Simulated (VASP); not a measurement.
# W (C2/c) in VASP: further runs

Runs on W. Level: LDA. Tasks: single point.

Everything below comes from runs of VASP 6.6.1. Logs are shortened: lines on timing, memory, paths and dates and some standing lists are left out, and cuts for length are marked.

### Step 1. The cell of the first run

The typed cell holds 2 atoms: a = 2.845 Å, b = 2.845 Å, c = 4.464 Å, α = 97.29°, β = 97.29°, γ = 127.00°.

### Step 2. Single point, LDA (13.83 Å³/atom)

INCAR

```
  PREC = Accurate
  ENCUT = 520
  EDIFF = 1E-6
  ISMEAR = -1
  SIGMA = 0.1
  LREAL = False
  LASPH = True
  NELM = 80
  ALGO = Normal
  ISIF = 2
  LWAVE = False
  LCHARG = False
  GGA = CA
  NBANDS = 21
```

KPOINTS

```
regular mesh
0
Gamma
  15 15 8
```

POSCAR

```
W
1.0
   -1.8004400483      1.8006099746      1.2694553906
    1.8006099746     -1.8004400483      1.2694553906
    3.0259762402      3.0259762402     -1.2691441704
W
2
Direct
    0.0000223358      0.9999776642      0.0000000000
    0.7499776642      0.2500223358      0.5000000000
```

Potentials or basis: VASP PAW LDA potentials, release 64 (W_sv).

The run is started by

```console
$ cat potpaw_LDA.64/W_sv/POTCAR > POTCAR
$ mpirun -np 1 vasp_std > vasp.out
```

OUTCAR:

```text
PREC = Accurate
   ENCUT = 520
   EDIFF = 1E-6
   ISMEAR = -1
   LREAL = False
   LASPH = True
   NELM = 80
   ISIF = 2
   GGA = CA

 ion  position               nearest neighbor table
   1  0.000  1.000  0.000-   2 2.57   2 2.57   2 2.57   2 2.57   2 3.13   2 3.13   2 3.13   2 3.13

   2  0.750  0.250  0.500-   1 2.57   1 2.57   1 2.57   1 2.57   1 3.13   1 3.13   1 3.13   1 3.13

  LATTYP: Found a base centered monoclinic cell.
 ALAT       =     2.5389107926
 B/A-ratio  =     2.0058419524
 C/A-ratio  =     1.7580796649
 COS(beta)  =    -0.2842407477

  Lattice vectors:

 A1 = (  -1.8004400483,   1.8006099746,   1.2694553906)
 A2 = (   1.8006099746,  -1.8004400483,   1.2694553906)
 A3 = (   3.0259762402,   3.0259762402,  -1.2691441704)

Analysis of symmetry for initial positions (statically):
=====================================================================
 Subroutine PRICEL returns:
 Original cell was already a primitive cell.

 Routine SETGRP: Setting up the symmetry group for a
 base centered monoclinic supercell.

 Subroutine GETGRP returns: Found  4 space group operations
 (whereof  2 operations were pure point group operations)
 out of a pool of  4 trial point group operations.

The static configuration has the point symmetry C_2 .
 The point group associated with its full space group is C_2h.

Analysis of symmetry for dynamics (positions and initial velocities):
=====================================================================
 Subroutine PRICEL returns:
 Original cell was already a primitive cell.

 Routine SETGRP: Setting up the symmetry group for a
 base centered monoclinic supercell.

 Subroutine GETGRP returns: Found  4 space group operations
 (whereof  2 operations were pure point group operations)
 out of a pool of  4 trial point group operations.

The dynamic configuration has the point symmetry C_2 .
 The point group associated with its full space group is C_2h.

 Subroutine INISYM returns: Found  4 space group operations
 (whereof  2 operations are pure point group operations),
 and found     1 'primitive' translations

----------------------------------------------------------------------------------------

                                     Primitive cell

  volume of cell :      27.6665

  direct lattice vectors                    reciprocal lattice vectors
    -1.800440048  1.800609975  1.269455391    -0.056252998  0.221443783  0.393858633
     1.800609975 -1.800440048  1.269455391     0.221443783 -0.056252998  0.393858633
     3.025976240  3.025976240 -1.269144170     0.165231292  0.165231292 -0.000022117

  length of vectors
     2.845223653  2.845223653  4.463607435     0.455331057  0.455331057  0.233672336

  position of ions in fractional coordinates (direct lattice)
     0.000022336  0.999977664  0.000000000
     0.749977664  0.250022336  0.500000000

  ion indices of the primitive-cell ions
   primitive index   ion index
                 1           1
                 2           2

----------------------------------------------------------------------------------------

 KPOINTS: regular mesh

Automatic generation of k-mesh.
 Grid dimensions read from file:
 generate k-points for:   15   15    8

 Generating k-lattice:

  Cartesian coordinates                     Fractional coordinates (reciprocal lattice)
    -0.003750200  0.014762919  0.026257242     0.066666667  0.000000000  0.000000000
     0.014762919 -0.003750200  0.026257242     0.000000000  0.066666667  0.000000000
     0.020653912  0.020653912 -0.000002765     0.000000000  0.000000000  0.125000000

  Length of vectors
     0.030355404  0.030355404  0.029209042

  Shift w.r.t. Gamma in fractional coordinates (k-lattice)
     0.000000000  0.000000000  0.000000000

 Subroutine IBZKPT returns following result:
 ===========================================

 Found    488 irreducible k-points:

 Following reciprocal coordinates:
            Coordinates               Weight
  0.000000  0.000000  0.000000      1.000000
  0.066667 -0.000000  0.000000      4.000000
  0.133333  0.000000 -0.000000      4.000000
  0.200000 -0.000000  0.000000      4.000000
  0.266667  0.000000 -0.000000      4.000000
  0.333333 -0.000000 -0.000000      4.000000
[... 16 lines left out ...]
  0.133333  0.133333  0.000000      2.000000
  0.200000  0.133333  0.000000      4.000000
 [... further k-points ...]
   k-points           NKPTS =    488   k-points in BZ     NKDIM =    488   number of bands    NBANDS=     21
   number of dos      NEDOS =    301   number of ions     NIONS =      2
   total plane-waves  NPLWV =  20736
   dimension x,y,z NGX =    24 NGY =   24 NGZ =   36
   dimension x,y,z NGXF=    48 NGYF=   48 NGZF=   72
   ions per type =               2
   NGX,Y,Z   is equivalent  to a cutoff of  14.02, 14.02, 13.41 a.u.
   NGXF,Y,Z  is equivalent  to a cutoff of  28.05, 28.05, 26.82 a.u.
 SYSTEM =  unknown system
   PREC   = accura    normal or accurate (medium, high low for compatibility)
   ISTART =      0    job   : 0-new  1-cont  2-samecut
   ICHARG =      2    charge: 1-file 2-atom 10-const
   ISPIN  =      1    spin polarized calculation?
   LNONCOLLINEAR =      F non collinear calculations
   LSORBIT =      F    spin-orbit coupling
   LASPH  =      T    aspherical Exc in radial PAW
   ENCUT  =  520.0 eV  38.22 Ry    6.18 a.u.   5.29  5.29  8.30*2*pi/ulx,y,z
   NELM   =     80;   NELMIN=  2; NELMDL= -5     # of ELM steps
   EDIFF  = 0.1E-05   stopping-criterion for ELM
   LREAL  =      F    real-space projection
[... 7 lines left out ...]
   TEBEG  =    0.0;   TEEND  =   0.0 temperature during run
   PSTRESS=    0.0 pullay stress
   NELECT =      28.0000    total number of electrons
   NUPDOWN=      -1.0000    fix difference up-down
   EMIN   =  10.00;   EMAX   =-10.00  energy-range for DOS
   EFERMI =   0.00;   METHOD = LEGACY
   ISMEAR =    -1;   SIGMA  =   0.10  broadening in eV -4-tet -1-fermi 0-gaus
   EFERMI_NEDOS =   21; number of points for ismear=-14 and -15
   IALGO  =     38    algorithm
   IMIX   =      4    mixing-type and parameters
     AMIX     =   0.40;   BMIX     =  1.00
     AMIX_MAG =   1.60;   BMIX_MAG =  1.00
  volume/ion in A,a.u.               =      13.83        93.35
  Fermi-wavevector in a.u.,A,eV,Ry     =   1.643650  3.106049 36.757311  2.701586
  Thomas-Fermi vector in A             =   2.733749
   LORBIT       =      0    0 simple, 1 ext, 2 COOP (PROOUT), +10 PAW based schemes
   GGA     = CA    functional components
   LHFCALC =     F    Hartree Fock is set to
   AEXX    =    0.0000 exact exchange contribution
   IVDW    =     0    specifies the selected vdW correction
   LEPSILON=     F    determine dielectric tensor
   LRPA    =     F    only Hartree local field effects (RPA)
 non-spin polarized calculation
  energy-cutoff  :      520.00
  volume of cell :       27.67
 maximum number of plane-waves:       767
 NGX is ok and might be reduce to    24
   NGX = 11   NGY = 11   NGZ = 17

 number of electron      27.9999999 magnetization

 Free energy of the ion-electron system (eV)
  ---------------------------------------------------
  ext. energy  EPLUGINS =         0.00000000
  ---------------------------------------------------
  free energy    TOTEN  =       -27.02301707 eV

  energy without entropy =      -26.98832575  energy(sigma->0) =      -27.00567141

 E-fermi :  13.1775     XC(G=0): -14.5877

 val. band max:       13.1765831696   @ k =  -0.0667  -0.0667   0.2500
 cond. band min:      13.1880616755   @ k =  -0.0000  -0.0000   0.2500
 fundamental gap:      0.0114785060
 Fermi energy:        13.1774785466

 k-point     1 :       0.0000    0.0000    0.0000
  band No.  band energies     occupation
      1     -60.1679      2.00000
      2     -59.8773      2.00000
      3     -25.8494      2.00000
      4     -24.3887      2.00000
      5     -23.8317      2.00000
      6     -23.6578      2.00000
[... 13 lines left out ...]
     20      19.5747      0.00000
     21      25.7254      0.00000

 k-point     2 :       0.0667   -0.0000    0.0000
  band No.  band energies     occupation
      1     -60.1568      2.00000
      2     -59.8718      2.00000
      3     -25.8186      2.00000
      4     -24.4008      2.00000
      5     -23.8566      2.00000
      6     -23.7424      2.00000
[... 13 lines left out ...]
     20      19.6557      0.00000
     21      26.0414      0.00000

 k-point     3 :       0.1333    0.0000   -0.0000
  band No.  band energies     occupation
      1     -60.1253      2.00000
      2     -59.8563      2.00000
      3     -25.7314      2.00000
      4     -24.4385      2.00000
      5     -24.0407      2.00000
      6     -23.9758      2.00000
[... 13 lines left out ...]
     20      20.2947      0.00000
     21      26.0182      0.00000

 k-point     4 :       0.2000   -0.0000    0.0000
  band No.  band energies     occupation
      1     -60.0780      2.00000
      2     -59.8340      2.00000
      3     -25.6041      2.00000
      4     -24.5468      2.00000
      5     -24.3661      2.00000
      6     -24.2835      2.00000
[... 13 lines left out ...]
     20      21.3963      0.00000
     21      25.8540      0.00000

 k-point     5 :       0.2667    0.0000   -0.0000
  band No.  band energies     occupation
      1     -60.0221      2.00000
      2     -59.8097      2.00000
      3     -25.4707      2.00000
      4     -24.8908      2.00000
      5     -24.6640      2.00000
      6     -24.4385      2.00000
[... 13 lines left out ...]
     20      21.9753      0.00000
     21      26.0456      0.00000
[... 382 lines left out ...]
     20      20.7466      0.00000
     21      25.4840      0.00000

 k-point    22 :      -0.0667    0.0667    0.0000
  band No.  band energies     occupation
      1     -60.1614      2.00000
      2     -59.8770      2.00000
      3     -25.8228      2.00000
      4     -24.4300      2.00000
      5     -23.8874      2.00000
      6     -23.6914      2.00000
[... 13 lines left out ...]
     20      20.1450      0.00000
     21      25.4991      0.00000

 k-point    23 :       0.1333    0.1333    0.0000
  band No.  band energies     occupation
      1     -60.0406      2.00000
      2     -59.8088      2.00000
      3     -25.5206      2.00000
      4     -24.7831      2.00000
      5     -24.6507      2.00000
      6     -24.4118      2.00000
[... 13 lines left out ...]
     20      21.5481      0.00000
     21      26.1107      0.00000

 k-point    24 :       0.2000    0.1333    0.0000
  band No.  band energies     occupation
      1     -59.9879      2.00000
      2     -59.7859      2.00000
      3     -25.4034      2.00000
      4     -25.1586      2.00000
      5     -24.9575      2.00000
      6     -24.4594      2.00000
[... 13 lines left out ...]
     20      21.9759      0.00000
     21      26.2531      0.00000

 [... further k-points ...]

------------------------ aborting loop because EDIFF is reached ----------------------------------------

  FORCE on cell =-STRESS in cart. coord.  units (eV):
  Direction    XX          YY          ZZ          XY          YZ          ZX
  --------------------------------------------------------------------------------------
  -------------------------------------------------------------------------------------
  Total        9.6024488      9.6024488      9.5374677      0.4329828     -0.0093395     -0.0093394
  in kB      556.0812907    556.0812907    552.3182130     25.0741919     -0.5408515     -0.5408483
  external PRESSURE =     554.8269315 kB  Pullay stress =       0.0000000 kB

 VOLUME and BASIS-vectors are now :
 -----------------------------------------------------------------------------
  energy-cutoff  :      520.00
  volume of cell :       27.67
      direct lattice vectors                 reciprocal lattice vectors
    -1.800440048  1.800609975  1.269455391    -0.056252998  0.221443783  0.393858633
     1.800609975 -1.800440048  1.269455391     0.221443783 -0.056252998  0.393858633
     3.025976240  3.025976240 -1.269144170     0.165231292  0.165231292 -0.000022117

 POSITION                                       TOTAL-FORCE (eV/Angst)
 -----------------------------------------------------------------------------------
      1.80053     -1.80036      1.26946        -0.001530      0.001530     -0.000000
      0.61289      2.41326      0.63488         0.001530     -0.001530      0.000000
 -----------------------------------------------------------------------------------
    total drift:                               -0.000000     -0.000000      0.000000

  FREE ENERGIE OF THE ION-ELECTRON SYSTEM (eV)
  ---------------------------------------------------
  free  energy   TOTEN  =       -27.0230170657 eV

  energy  without entropy=      -26.9883257499  energy(sigma->0) =      -27.00567141
```

It took 5.6 min on 1 thread of Intel Xeon 8259CL, shared host; peak memory 0.32 GiB.

Results:

| Item | Value |
| --- | --- |
| Free energy | -27.0230 eV |
| Pressure | 55.5 GPa |
| Band gap on the k mesh | zero (bands 14 and 15 overlap by 1.80 eV) |

Forces on the atoms (eV/Å):
```
W   -0.002  0.002  0.000
W    0.002 -0.002  0.000
```

Stress tensor (GPa, compression positive):
```
55.61  2.51 -0.05
 2.51 55.61 -0.05
-0.05 -0.05 55.23
```

Caveat: the cell stands under pressure; spin-orbit coupling is left out, which moves the levels of the heavy elements.

[end of part 1 of 2]
